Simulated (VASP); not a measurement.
# Ge (Cmcm) in VASP: a series of runs

The runs below take Ge through single point, with PBEsol.

All numbers are computed with VASP 6.6.1; they aren't measurements. Logs are shortened: lines on timing, memory, paths and dates and some standing lists are left out, and cuts for length are marked.

### Step 1. The cell of the first run

The structure is orthorhombic, space group Cmcm (No. 63). Conventional cell: a = 3.001 Å, b = 5.232 Å, c = 4.767 Å, α = 90.00°, β = 90.00°, γ = 90.00°. Within 3.9 Å of Ge (site symmetry m2m) lie 12 Ge at 2.95 to 3.02 Å.

This isn't the form of Ge at room conditions, which is diamond.

### Step 2. Single point, PBEsol

INCAR

```
SYSTEM = Ge
ALGO = Normal
EDIFF = 1E-6
ENCUT = 520
GGA = PS
ISIF = 2
ISMEAR = -1
LASPH = .TRUE.
LCHARG = .FALSE.
LREAL = .FALSE.
LWAVE = .FALSE.
NBANDS = 21
NELM = 80
PREC = Accurate
SIGMA = 0.1
```

KPOINTS

```
k-points
0
G
  11 11 6
  0 0 0
```

POSCAR

```
Ge
1.0
    1.5003514458     -2.6161342983      0.0000000000
    1.5003514458      2.6161342983      0.0000000000
    0.0000000000      0.0000000000      4.7666686015
Ge
2
Direct
    0.6665533700      0.3334466300      0.2500000000
    0.3334466300      0.6665533700      0.7500000000
```

Potentials or basis: VASP PAW PBE potentials, release 64 (Ge_d).

Started as:

```console
$ cat potpaw_PBE.64/Ge_d/POTCAR > POTCAR
$ mpirun -np 1 vasp_std > vasp.out
```

OUTCAR:

```text
SYSTEM = Ge
   EDIFF = 1E-6
   ENCUT = 520
   GGA = PS
   ISIF = 2
   ISMEAR = -1
   LASPH = .TRUE.
   LREAL = .FALSE.
   NELM = 80
   PREC = Accurate

 ion  position               nearest neighbor table
   1  0.667  0.333  0.250-
   2  0.333  0.667  0.750-

  LATTYP: Found a base centered orthorhombic cell.
 ALAT       =     3.0007028916
 B/A-ratio  =     1.7436809926
 C/A-ratio  =     1.5885173487

  Lattice vectors:

 A1 = (   1.5003514458,  -2.6161342983,   0.0000000000)
 A2 = (   1.5003514458,   2.6161342983,   0.0000000000)
 A3 = (   0.0000000000,   0.0000000000,   4.7666686015)

Analysis of symmetry for initial positions (statically):
=====================================================================
 Subroutine PRICEL returns:
 Original cell was already a primitive cell.

 Routine SETGRP: Setting up the symmetry group for a
 base centered orthorhombic supercell.

 Subroutine GETGRP returns: Found  8 space group operations
 (whereof  4 operations were pure point group operations)
 out of a pool of  8 trial point group operations.

The static configuration has the point symmetry C_2h.
 The point group associated with its full space group is D_2h.

Analysis of symmetry for dynamics (positions and initial velocities):
=====================================================================
 Subroutine PRICEL returns:
 Original cell was already a primitive cell.

 Routine SETGRP: Setting up the symmetry group for a
 base centered orthorhombic supercell.

 Subroutine GETGRP returns: Found  8 space group operations
 (whereof  4 operations were pure point group operations)
 out of a pool of  8 trial point group operations.

The dynamic configuration has the point symmetry C_2h.
 The point group associated with its full space group is D_2h.

 Subroutine INISYM returns: Found  8 space group operations
 (whereof  4 operations are pure point group operations),
 and found     1 'primitive' translations

----------------------------------------------------------------------------------------

                                     Primitive cell

  volume of cell :      37.4195

  direct lattice vectors                    reciprocal lattice vectors
     1.500351446 -2.616134298  0.000000000     0.333255253 -0.191121687  0.000000000
     1.500351446  2.616134298  0.000000000     0.333255253  0.191121687  0.000000000
     0.000000000  0.000000000  4.766668602     0.000000000  0.000000000  0.209790125

  length of vectors
     3.015827105  3.015827105  4.766668602     0.384169966  0.384169966  0.209790125

  position of ions in fractional coordinates (direct lattice)
     0.666553370  0.333446630  0.250000000
     0.333446630  0.666553370  0.750000000

  ion indices of the primitive-cell ions
   primitive index   ion index
                 1           1
                 2           2

----------------------------------------------------------------------------------------

 KPOINTS: k-points

Automatic generation of k-mesh.
 Grid dimensions read from file:
 generate k-points for:   11   11    6

 Generating k-lattice:

  Cartesian coordinates                     Fractional coordinates (reciprocal lattice)
     0.030295932 -0.017374699  0.000000000     0.090909091  0.000000000  0.000000000
     0.030295932  0.017374699  0.000000000     0.000000000  0.090909091  0.000000000
     0.000000000  0.000000000  0.034965021     0.000000000  0.000000000  0.166666667

  Length of vectors
     0.034924542  0.034924542  0.034965021

  Shift w.r.t. Gamma in fractional coordinates (k-lattice)
     0.000000000  0.000000000  0.000000000

 Subroutine IBZKPT returns following result:
 ===========================================

 Found    144 irreducible k-points:

 Following reciprocal coordinates:
            Coordinates               Weight
  0.000000  0.000000  0.000000      1.000000
  0.090909 -0.000000  0.000000      4.000000
  0.181818  0.000000  0.000000      4.000000
  0.272727  0.000000  0.000000      4.000000
  0.363636  0.000000  0.000000      4.000000
  0.454545  0.000000  0.000000      4.000000
[... 16 lines left out ...]
 -0.272727  0.181818  0.000000      4.000000
 -0.181818  0.181818  0.000000      2.000000
 [... further k-points ...]
   k-points           NKPTS =    144   k-points in BZ     NKDIM =    144   number of bands    NBANDS=     21
   number of dos      NEDOS =    301   number of ions     NIONS =      2
   total plane-waves  NPLWV =  20736
   dimension x,y,z NGX =    24 NGY =   24 NGZ =   36
   dimension x,y,z NGXF=    48 NGYF=   48 NGZF=   72
   ions per type =               2
   NGX,Y,Z   is equivalent  to a cutoff of  13.23, 13.23, 12.56 a.u.
   NGXF,Y,Z  is equivalent  to a cutoff of  26.46, 26.46, 25.11 a.u.
 SYSTEM =  Ge
   PREC   = accura    normal or accurate (medium, high low for compatibility)
   ISTART =      0    job   : 0-new  1-cont  2-samecut
   ICHARG =      2    charge: 1-file 2-atom 10-const
   ISPIN  =      1    spin polarized calculation?
   LNONCOLLINEAR =      F non collinear calculations
   LSORBIT =      F    spin-orbit coupling
   LASPH  =      T    aspherical Exc in radial PAW
   ENCUT  =  520.0 eV  38.22 Ry    6.18 a.u.   5.61  5.61  8.86*2*pi/ulx,y,z
   NELM   =     80;   NELMIN=  2; NELMDL= -5     # of ELM steps
   EDIFF  = 0.1E-05   stopping-criterion for ELM
   LREAL  =      F    real-space projection
   EDIFFG = 0.1E-04   stopping-criterion for IOM
   NSW    =      0    number of steps for IOM
   IBRION =     -1    ionic relax: 0-MD 1-quasi-New 2-CG
   NFREE  =      0    steps in history (QN), initial steepest desc. (CG)
   ISIF   =      2    stress and relaxation
   ISYM   =      2    0-nonsym 1-usesym 2-fastsym
   POTIM  = 0.5000    time-step for ionic-motion
   TEBEG  =    0.0;   TEEND  =   0.0 temperature during run
   PSTRESS=    0.0 pullay stress
   NELECT =      28.0000    total number of electrons
   NUPDOWN=      -1.0000    fix difference up-down
   EMIN   =  10.00;   EMAX   =-10.00  energy-range for DOS
   EFERMI =   0.00;   METHOD = LEGACY
   ISMEAR =    -1;   SIGMA  =   0.10  broadening in eV -4-tet -1-fermi 0-gaus
   EFERMI_NEDOS =   21; number of points for ismear=-14 and -15
   IALGO  =     38    algorithm
   IMIX   =      4    mixing-type and parameters
     AMIX     =   0.40;   BMIX     =  1.00
     AMIX_MAG =   1.60;   BMIX_MAG =  1.00
  volume/ion in A,a.u.               =      18.71       126.26
  Fermi-wavevector in a.u.,A,eV,Ry     =   1.486260  2.808625 30.054853  2.208969
  Thomas-Fermi vector in A             =   2.599569
   LORBIT       =      0    0 simple, 1 ext, 2 COOP (PROOUT), +10 PAW based schemes
   GGA     = PS    functional components
   LHFCALC =     F    Hartree Fock is set to
   AEXX    =    0.0000 exact exchange contribution
   IVDW    =     0    specifies the selected vdW correction
   LEPSILON=     F    determine dielectric tensor
   LRPA    =     F    only Hartree local field effects (RPA)
 non-spin polarized calculation
  energy-cutoff  :      520.00
  volume of cell :       37.42
 maximum number of plane-waves:      1027
   NGX = 11   NGY = 11   NGZ = 17

 number of electron      28.0000010 magnetization

 Free energy of the ion-electron system (eV)
  ---------------------------------------------------
  ext. energy  EPLUGINS =         0.00000000
  ---------------------------------------------------
  free energy    TOTEN  =        -9.33416187 eV

  energy without entropy =       -9.29945419  energy(sigma->0) =       -9.31680803

 E-fermi :   6.7252     XC(G=0): -11.4799

 val. band max:        6.7233927831   @ k =  -0.3636   0.2727   0.3333
 cond. band min:       6.7332435792   @ k =  -0.2727   0.2727   0.5000
 fundamental gap:      0.0098507961
 Fermi energy:         6.7252459846

 k-point     1 :       0.0000    0.0000    0.0000
  band No.  band energies     occupation
      1     -17.9078      2.00000
      2     -17.9058      2.00000
      3     -17.9024      2.00000
      4     -17.8977      2.00000
      5     -17.8966      2.00000
      6     -17.8943      2.00000
[... 13 lines left out ...]
     20      19.4352      0.00000
     21      20.6218      0.00000

 k-point     2 :       0.0909   -0.0000    0.0000
  band No.  band energies     occupation
      1     -17.9127      2.00000
      2     -17.9055      2.00000
      3     -17.8983      2.00000
      4     -17.8917      2.00000
      5     -17.8901      2.00000
      6     -17.8875      2.00000
[... 13 lines left out ...]
     20      19.3614      0.00000
     21      20.7124      0.00000

 k-point     3 :       0.1818    0.0000    0.0000
  band No.  band energies     occupation
      1     -17.9264      2.00000
      2     -17.9025      2.00000
      3     -17.8907      2.00000
      4     -17.8895      2.00000
      5     -17.8842      2.00000
      6     -17.8806      2.00000
[... 13 lines left out ...]
     20      19.6671      0.00000
     21      20.6490      0.00000

 k-point     4 :       0.2727    0.0000    0.0000
  band No.  band energies     occupation
      1     -17.9411      2.00000
      2     -17.9031      2.00000
      3     -17.9027      2.00000
      4     -17.8980      2.00000
      5     -17.8726      2.00000
      6     -17.8574      2.00000
[... 13 lines left out ...]
     20      18.6633      0.00000
     21      20.0805      0.00000

 k-point     5 :       0.3636    0.0000    0.0000
  band No.  band energies     occupation
      1     -17.9536      2.00000
      2     -17.9158      2.00000
      3     -17.9054      2.00000
      4     -17.9052      2.00000
      5     -17.8606      2.00000
      6     -17.8486      2.00000
[... 13 lines left out ...]
     20      18.0642      0.00000
     21      19.5395      0.00000
[... 382 lines left out ...]
     20      18.1254      0.00000
     21      21.7964      0.00000

 k-point    22 :      -0.3636    0.1818    0.0000
  band No.  band energies     occupation
      1     -17.9193      2.00000
      2     -17.9165      2.00000
      3     -17.9139      2.00000
      4     -17.8953      2.00000
      5     -17.8715      2.00000
      6     -17.8590      2.00000
[... 13 lines left out ...]
     20      18.4756      0.00000
     21      19.3650      0.00000

 k-point    23 :      -0.2727    0.1818    0.0000
  band No.  band energies     occupation
      1     -17.9291      2.00000
      2     -17.9080      2.00000
      3     -17.8999      2.00000
      4     -17.8926      2.00000
      5     -17.8818      2.00000
      6     -17.8662      2.00000
[... 13 lines left out ...]
     20      17.9253      0.00000
     21      19.8812      0.00000

 k-point    24 :      -0.1818    0.1818    0.0000
  band No.  band energies     occupation
      1     -17.9283      2.00000
      2     -17.9036      2.00000
      3     -17.8911      2.00000
      4     -17.8884      2.00000
      5     -17.8854      2.00000
      6     -17.8790      2.00000
[... 13 lines left out ...]
     20      19.6511      0.00000
     21      20.7547      0.00000

 [... further k-points ...]
[... 5 lines left out ...]
  --------------------------------------------------------------------------------------
  -------------------------------------------------------------------------------------
  Total       -0.7559692     -0.7397430      0.6475553      0.0000000      0.0000000      0.0000000
  in kB      -32.3680602    -31.6733087     27.7261419      0.0000000      0.0000000      0.0000000
  external PRESSURE =     -12.1050757 kB  Pullay stress =       0.0000000 kB

 VOLUME and BASIS-vectors are now :
 -----------------------------------------------------------------------------
  energy-cutoff  :      520.00
  volume of cell :       37.42
      direct lattice vectors                 reciprocal lattice vectors
     1.500351446 -2.616134298  0.000000000     0.333255253 -0.191121687  0.000000000
     1.500351446  2.616134298  0.000000000     0.333255253  0.191121687  0.000000000
     0.000000000  0.000000000  4.766668602     0.000000000  0.000000000  0.209790125

 POSITION                                       TOTAL-FORCE (eV/Angst)
 -----------------------------------------------------------------------------------
      1.50035     -0.87145      1.19167         0.000000      0.004839      0.000000
      1.50035      0.87145      3.57500         0.000000     -0.004839      0.000000
 -----------------------------------------------------------------------------------
    total drift:                                0.000000     -0.000000      0.000000

  FREE ENERGIE OF THE ION-ELECTRON SYSTEM (eV)
  ---------------------------------------------------
  free  energy   TOTEN  =        -9.3341618706 eV

  energy  without entropy=       -9.2994541860  energy(sigma->0) =       -9.31680803
```

It took 64 s on 1 thread of AMD EPYC 7R13 (Zen 3), shared host; peak memory 0.18 GiB.

Results:

```
Free energy            : -9.3342 eV
Pressure               : -1.2 GPa
Largest force          : 0.005 eV/Å
Band gap on the k mesh : zero (bands 14 and 15 overlap by 9.12 eV)
```

Forces in eV/Å, atoms in the order of the input:
```
Ge   0.000  0.005  0.000
Ge   0.000 -0.005  0.000
```

Caveat: the PAW data sets were made with another functional, which shifts forces and pressure a little.

### Step 3. Single point, PBEsol

This run uses another cell than the first one, of 19.17 Å³/atom.

INCAR

```
SYSTEM = Ge
  PREC = Accurate
  ENCUT = 520
  EDIFF = 1E-7
  ISMEAR = -1
  SIGMA = 0.1
  LREAL = .FALSE.
  LASPH = .TRUE.
  NELM = 80
  ALGO = Normal
  ISIF = 2
  LWAVE = .FALSE.
  LCHARG = .TRUE.
  GGA = PS
  LELF = .TRUE.
  LVHAR = .TRUE.
  NBANDS = 21
```

KPOINTS

```
regular mesh
0
G
  11 11 6
  0 0 0
```

POSCAR

```
Ge
1.0
    1.5124515768     -2.6372330667      0.0000000000
    1.5124515768      2.6372330667      0.0000000000
    0.0000000000      0.0000000000      4.8051111374
Ge
2
Direct
    0.6665533700      0.3334466300      0.2500000000
    0.3334466300      0.6665533700      0.7500000000
```

Potentials or basis: VASP PAW PBE potentials, release 64 (Ge_d).

Started as:

```console
$ cat potpaw_PBE.64/Ge_d/POTCAR > POTCAR
$ mpirun -np 1 vasp_std > vasp.out
```

It took 69 s on 1 thread of AMD EPYC 7R13 (Zen 3), shared host; peak memory 0.19 GiB.

It converged, with:

```
Free energy            : -9.3231 eV
Pressure               : -2.8 GPa
Largest force          : 0.004 eV/Å
Band gap on the k mesh : zero (bands 14 and 15 overlap by 8.88 eV)
```

Forces in eV/Å, atoms in the order of the input:
```
Ge   0.000  0.004  0.000
Ge   0.000 -0.004  0.000
```

Stress tensor (GPa, compression positive):
```
-4.66  0.00  0.00
 0.00 -4.58  0.00
 0.00  0.00  0.97
```

Levels at points of the mesh, in eV from the Fermi level:
```
           k point  band 12  band 13  band 14  band 15  band 16  band 17
(0.00, 0.00, 0.00)    -7.47    -5.32     6.22     6.33     8.21     8.32
(0.00, 0.00, 0.50)   -11.42     1.70     1.70     7.30     7.30     7.40
```

Caveat: the PAW data sets were made with another functional, which shifts forces and pressure a little.

(Continued in part 2 of 2.)
